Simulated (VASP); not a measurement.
**PbS (Galena): single point with PBE-based screened hybrid**

Crystal: PbS (Galena).

```
CELL_PARAMETERS angstrom
0.00000 2.96575 2.96575
2.96575 0.00000 2.96575
2.96575 2.96575 0.00000
ATOMIC_POSITIONS crystal
Pb 0.00000 0.00000 0.00000
S 0.50000 0.50000 0.50000
```

* Program: VASP 6.6.1
* Task: single point
* Functional: PBE-based screened hybrid
* Potentials or basis: VASP PAW PBE potentials, release 64 (Pb_d, S)
* Cutoff: 520 eV
* k mesh: 4 × 4 × 4
* Occupations: fermi-dirac, width 0.05 eV
* Spin: no spin polarisation

- Pressure: 1.3 GPa
- Band gap on the k mesh: 0.72 eV, direct

Levels at points of the mesh, in eV from the valence-band top:
| k point | band 6 | band 7 | band 8 | band 9 | band 10 | band 11 | band 12 | band 13 | band 14 | band 15 |
| --- | --- | --- | --- | --- | --- | --- | --- | --- | --- | --- |
| (0.00, 0.00, 0.00) | -14.85 | -6.34 | -2.48 | -2.48 | -2.48 | 5.89 | 5.89 | 5.89 | 7.30 | 7.30 |
| (0.50, 0.00, 0.00) | -13.55 | -9.52 | -2.07 | -2.07 | 0.00 | 0.72 | 2.38 | 2.38 | 9.31 | 10.91 |
| (0.50, 0.50, 0.00) | -13.07 | -7.62 | -5.74 | -3.84 | -3.84 | 4.27 | 6.31 | 6.41 | 6.41 | 12.01 |

Wall time 4.8 min on 1 thread of AMD EPYC 9R14 (Zen 4), on a shared host, peak memory 0.25 GiB.

Caveat: the k points lie up to 0.46 Å⁻¹ apart; the PAW data sets were made with another functional, which shifts forces and pressure a little; spin-orbit coupling is left out, which moves the levels of the heavy elements. A k mesh can miss the band edges.
